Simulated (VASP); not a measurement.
# CdSi2 (P-3m1) in VASP: further runs

The runs below take CdSi2 through single point, relaxation of cell and atoms, with PBE.

All numbers are computed with VASP 6.6.1; they aren't measurements. Logs are shortened: lines on timing, memory, paths and dates and some standing lists are left out, and cuts for length are marked.

### Step 1. The cell of the first run

The structure is trigonal, space group P-3m1 (No. 164). The conventional cell has a = 3.750 Å, b = 3.750 Å, c = 4.970 Å, α = 90.00°, β = 90.00°, γ = 120.00°. Within 3.9 Å of Cd (site symmetry -3m) lie 12 Si at 2.95 to 3.67 Å and 6 Cd at 3.75 Å. Si (site symmetry 3m) has 3 Si at 2.37 Å and 3 Cd at 2.95 Å within 3.1 Å.

### Step 2. Single point, PBE

File INCAR:

```
SYSTEM = CdSi2
PREC = Accurate
ENCUT = 520
EDIFF = 1E-6
ISMEAR = 0
SIGMA = 0.1
LREAL = .False.
LASPH = .True.
NELM = 100
ALGO = Normal
ISIF = 2
LWAVE = .False.
LCHARG = .True.
GGA = PE
LELF = .True.
LVHAR = .True.
NBANDS = 17
```

File KPOINTS:

```
Automatic mesh
0
Gamma
  15 15 8
  0 0 0
```

File POSCAR:

```
CdSi2
1.0
    3.7495444804      0.0000000000      0.0000000000
   -1.8747722402      3.2472007727      0.0000000000
    0.0000000000      0.0000000000      4.9696457477
Cd Si
1 2
Direct
    0.0000000000      0.0000000000      0.0000000000
    0.3333333333      0.6666666667      0.4026561070
    0.6666666667      0.3333333333      0.5973438930
```

Potentials or basis: VASP PAW PBE potentials, release 64 (Cd, Si).

On the command line:

```bash
$ cat potpaw_PBE.64/Cd/POTCAR potpaw_PBE.64/Si/POTCAR > POTCAR
$ mpirun -np 1 vasp_std > vasp.out
```

OUTCAR:

```text
SYSTEM = CdSi2
   PREC = Accurate
   ENCUT = 520
   EDIFF = 1E-6
   ISMEAR = 0
   LREAL = .False.
   LASPH = .True.
   NELM = 100
   ISIF = 2
   GGA = PE

 ion  position               nearest neighbor table
   1  0.000  0.000  0.000-   2 2.95   3 2.95   3 2.95   2 2.95   3 2.95   2 2.95
   2  0.333  0.667  0.403-   3 2.37   3 2.37   3 2.37   1 2.95   1 2.95   1 2.95
   3  0.667  0.333  0.597-   2 2.37   2 2.37   2 2.37   1 2.95   1 2.95   1 2.95

  LATTYP: Found a hexagonal cell.
 ALAT       =     3.7495444804
 C/A-ratio  =     1.3253998649

  Lattice vectors:

 A1 = (   3.7495444804,   0.0000000000,   0.0000000000)
 A2 = (  -1.8747722402,   3.2472007727,   0.0000000000)
 A3 = (   0.0000000000,   0.0000000000,   4.9696457477)

Analysis of symmetry for initial positions (statically):
=====================================================================
 Subroutine PRICEL returns:
 Original cell was already a primitive cell.

 Routine SETGRP: Setting up the symmetry group for a
 hexagonal supercell.

 Subroutine GETGRP returns: Found 12 space group operations
 (whereof 12 operations were pure point group operations)
 out of a pool of 24 trial point group operations.

The static configuration has the point symmetry D_3d.

Analysis of symmetry for dynamics (positions and initial velocities):
=====================================================================
 Subroutine PRICEL returns:
 Original cell was already a primitive cell.

 Routine SETGRP: Setting up the symmetry group for a
 hexagonal supercell.

 Subroutine GETGRP returns: Found 12 space group operations
 (whereof 12 operations were pure point group operations)
 out of a pool of 24 trial point group operations.

The dynamic configuration has the point symmetry D_3d.

 Subroutine INISYM returns: Found 12 space group operations
 (whereof 12 operations are pure point group operations),
 and found     1 'primitive' translations

----------------------------------------------------------------------------------------

                                     Primitive cell

  volume of cell :      60.5080

  direct lattice vectors                    reciprocal lattice vectors
     3.749544480  0.000000000  0.000000000     0.266699063  0.153978776  0.000000000
    -1.874772240  3.247200773  0.000000000     0.000000000  0.307957552  0.000000000
     0.000000000  0.000000000  4.969645748     0.000000000  0.000000000  0.201221586

  length of vectors
     3.749544480  3.749544480  4.969645748     0.307957552  0.307957552  0.201221586

  position of ions in fractional coordinates (direct lattice)
     0.000000000  0.000000000  0.000000000
     0.333333333  0.666666667  0.402656107
     0.666666667  0.333333333  0.597343893

  ion indices of the primitive-cell ions
   primitive index   ion index
                 1           1
                 2           2
                 3           3

----------------------------------------------------------------------------------------

 KPOINTS: Automatic mesh

Automatic generation of k-mesh.
 Grid dimensions read from file:
 generate k-points for:   15   15    8

 Generating k-lattice:

  Cartesian coordinates                     Fractional coordinates (reciprocal lattice)
     0.017779938  0.010265252  0.000000000     0.066666667  0.000000000  0.000000000
     0.000000000  0.020530503  0.000000000     0.000000000  0.066666667  0.000000000
     0.000000000  0.000000000  0.025152698     0.000000000  0.000000000  0.125000000

  Length of vectors
     0.020530503  0.020530503  0.025152698

  Shift w.r.t. Gamma in fractional coordinates (k-lattice)
     0.000000000  0.000000000  0.000000000

 Subroutine IBZKPT returns following result:
 ===========================================

 Found    192 irreducible k-points:

 Following reciprocal coordinates:
            Coordinates               Weight
  0.000000  0.000000  0.000000      1.000000
  0.066667  0.000000  0.000000      6.000000
  0.133333  0.000000  0.000000      6.000000
  0.200000 -0.000000  0.000000      6.000000
  0.266667  0.000000  0.000000      6.000000
  0.333333 -0.000000  0.000000      6.000000
[... 16 lines left out ...]
  0.333333  0.200000  0.000000     12.000000
  0.400000  0.200000  0.000000      6.000000
 [... further k-points ...]
   k-points           NKPTS =    192   k-points in BZ     NKDIM =    192   number of bands    NBANDS=     17
   number of dos      NEDOS =    301   number of ions     NIONS =      3
   total plane-waves  NPLWV =  31360
   dimension x,y,z NGX =    28 NGY =   28 NGZ =   40
   dimension x,y,z NGXF=    56 NGYF=   56 NGZF=   80
   ions per type =               1   2
   NGX,Y,Z   is equivalent  to a cutoff of  12.41, 12.41, 13.38 a.u.
   NGXF,Y,Z  is equivalent  to a cutoff of  24.83, 24.83, 26.76 a.u.
 SYSTEM =  CdSi2
   PREC   = accura    normal or accurate (medium, high low for compatibility)
   ISTART =      0    job   : 0-new  1-cont  2-samecut
   ICHARG =      2    charge: 1-file 2-atom 10-const
   ISPIN  =      1    spin polarized calculation?
   LNONCOLLINEAR =      F non collinear calculations
   LSORBIT =      F    spin-orbit coupling
   LASPH  =      T    aspherical Exc in radial PAW
   ENCUT  =  520.0 eV  38.22 Ry    6.18 a.u.   6.97  6.97  9.24*2*pi/ulx,y,z
   NELM   =    100;   NELMIN=  2; NELMDL= -5     # of ELM steps
   EDIFF  = 0.1E-05   stopping-criterion for ELM
   LREAL  =      F    real-space projection
   EDIFFG = 0.1E-04   stopping-criterion for IOM
   NSW    =      0    number of steps for IOM
   IBRION =     -1    ionic relax: 0-MD 1-quasi-New 2-CG
   NFREE  =      0    steps in history (QN), initial steepest desc. (CG)
   ISIF   =      2    stress and relaxation
   ISYM   =      2    0-nonsym 1-usesym 2-fastsym
   POTIM  = 0.5000    time-step for ionic-motion
   TEBEG  =    0.0;   TEEND  =   0.0 temperature during run
   PSTRESS=    0.0 pullay stress
   NELECT =      20.0000    total number of electrons
   NUPDOWN=      -1.0000    fix difference up-down
   EMIN   =  10.00;   EMAX   =-10.00  energy-range for DOS
   EFERMI =   0.00;   METHOD = LEGACY
   ISMEAR =     0;   SIGMA  =   0.10  broadening in eV -4-tet -1-fermi 0-gaus
   EFERMI_NEDOS =   21; number of points for ismear=-14 and -15
   IALGO  =     38    algorithm
   IMIX   =      4    mixing-type and parameters
     AMIX     =   0.40;   BMIX     =  1.00
     AMIX_MAG =   1.60;   BMIX_MAG =  1.00
  volume/ion in A,a.u.               =      20.17       136.11
  Fermi-wavevector in a.u.,A,eV,Ry     =   1.131915  2.139009 17.432213  1.281231
  Thomas-Fermi vector in A             =   2.268615
   LORBIT       =      0    0 simple, 1 ext, 2 COOP (PROOUT), +10 PAW based schemes
   GGA     = PE    functional components
   LHFCALC =     F    Hartree Fock is set to
   AEXX    =    0.0000 exact exchange contribution
   IVDW    =     0    specifies the selected vdW correction
   LEPSILON=     F    determine dielectric tensor
   LRPA    =     F    only Hartree local field effects (RPA)
 non-spin polarized calculation
 Gauss-broadening in eV      SIGMA  =   0.10
  energy-cutoff  :      520.00
  volume of cell :       60.51
 maximum number of plane-waves:      1650
   NGX = 13   NGY = 13   NGZ = 19

 number of electron      20.0000008 magnetization

 Free energy of the ion-electron system (eV)
  ---------------------------------------------------
  ext. energy  EPLUGINS =         0.00000000
  ---------------------------------------------------
  free energy    TOTEN  =       -10.79947179 eV

  energy without entropy =      -10.79610733  energy(sigma->0) =      -10.79778956

 E-fermi :   4.8480     XC(G=0): -10.1951

 val. band max:        4.7975351650   @ k =  -0.1333   0.3333   0.2500
 cond. band min:       4.8499539255   @ k =   0.0000   0.4667   0.1250
 fundamental gap:      0.0524187605
 Fermi energy:         4.8479636533

 k-point     1 :       0.0000    0.0000    0.0000
  band No.  band energies     occupation
      1      -6.6781      2.00000
      2      -3.7215      2.00000
      3      -3.6687      2.00000
      4      -3.6687      2.00000
      5      -3.5512      2.00000
      6      -3.5512      2.00000
[... 9 lines left out ...]
     16      13.0074      0.00000
     17      13.3691      0.00000

 k-point     2 :       0.0667    0.0000    0.0000
  band No.  band energies     occupation
      1      -6.6200      2.00000
      2      -3.7132      2.00000
      3      -3.6803      2.00000
      4      -3.6605      2.00000
      5      -3.5627      2.00000
      6      -3.5510      2.00000
[... 9 lines left out ...]
     16      12.9126      0.00000
     17      13.5797      0.00000

 k-point     3 :       0.1333    0.0000    0.0000
  band No.  band energies     occupation
      1      -6.4468      2.00000
      2      -3.7286      2.00000
      3      -3.6793      2.00000
      4      -3.6405      2.00000
      5      -3.5885      2.00000
      6      -3.5469      2.00000
[... 9 lines left out ...]
     16      12.6913      0.00000
     17      13.2197      0.00000

 k-point     4 :       0.2000   -0.0000    0.0000
  band No.  band energies     occupation
      1      -6.1610      2.00000
      2      -3.7894      2.00000
      3      -3.6606      2.00000
      4      -3.6232      2.00000
      5      -3.6018      2.00000
      6      -3.5278      2.00000
[... 9 lines left out ...]
     16      12.4285      0.00000
     17      13.2276      0.00000
[... 343 lines left out ...]
      1      -4.6744      2.00000
      2      -3.9312      2.00000
      3      -3.6955      2.00000
      4      -3.6677      2.00000
      5      -3.5895      2.00000
      6      -3.3395      2.00000
[... 9 lines left out ...]
     16      10.9669      0.00000
     17      15.1191      0.00000

 k-point    23 :       0.3333    0.2000    0.0000
  band No.  band energies     occupation
      1      -4.1876      2.00000
      2      -3.9422      2.00000
      3      -3.7077      2.00000
      4      -3.6779      2.00000
      5      -3.5914      2.00000
      6      -3.2668      2.00000
[... 9 lines left out ...]
     16      12.1622      0.00000
     17      14.5886      0.00000

 k-point    24 :       0.4000    0.2000    0.0000
  band No.  band energies     occupation
      1      -4.0033      2.00000
      2      -3.8788      2.00000
      3      -3.7175      2.00000
      4      -3.6764      2.00000
      5      -3.6128      2.00000
      6      -3.1942      2.00000
[... 9 lines left out ...]
     16      13.3104      0.00000
     17      13.6590      0.00000

 [... further k-points ...]

------------------------ aborting loop because EDIFF is reached ----------------------------------------

  FORCE on cell =-STRESS in cart. coord.  units (eV):
  Direction    XX          YY          ZZ          XY          YZ          ZX
  --------------------------------------------------------------------------------------
  -------------------------------------------------------------------------------------
  Total        0.0263426      0.0263426      0.0402800      0.0000000      0.0000000     -0.0000000
  in kB        0.6975183      0.6975183      1.0665634      0.0000000      0.0000000     -0.0000000
  external PRESSURE =       0.8205333 kB  Pullay stress =       0.0000000 kB

 VOLUME and BASIS-vectors are now :
 -----------------------------------------------------------------------------
  energy-cutoff  :      520.00
  volume of cell :       60.51
      direct lattice vectors                 reciprocal lattice vectors
     3.749544480  0.000000000  0.000000000     0.266699063  0.153978776  0.000000000
    -1.874772240  3.247200773  0.000000000     0.000000000  0.307957552  0.000000000
     0.000000000  0.000000000  4.969645748     0.000000000  0.000000000  0.201221586

 POSITION                                       TOTAL-FORCE (eV/Angst)
 -----------------------------------------------------------------------------------
      0.00000      0.00000      0.00000        -0.000000      0.000000      0.000000
     -0.00000      2.16480      2.00106         0.000000      0.000000      0.022143
      1.87477      1.08240      2.96859        -0.000000     -0.000000     -0.022143
 -----------------------------------------------------------------------------------
    total drift:                                0.000000      0.000000      0.000000

  FREE ENERGIE OF THE ION-ELECTRON SYSTEM (eV)
  ---------------------------------------------------
  free  energy   TOTEN  =       -10.7994717886 eV

  energy  without entropy=      -10.7961073346  energy(sigma->0) =      -10.79778956
```

Wall time 61 s (1 thread of Intel Xeon 6975P-C (Granite Rapids), shared host); peak memory 0.32 GiB.

What came out:

```
Free energy            : -10.7995 eV
Pressure               : 0.1 GPa
Largest force          : 0.022 eV/Å
Band gap on the k mesh : zero (bands 10 and 11 overlap by 3.66 eV)
```

Forces in eV/Å, atoms in the order of the input:
```
Cd   0.000  0.000  0.000
Si   0.000  0.000  0.022
Si   0.000  0.000 -0.022
```

(Continued in part 2 of 2.)

The gap in the log of VASP goes by the Fermi energy; the results here count the filled bands.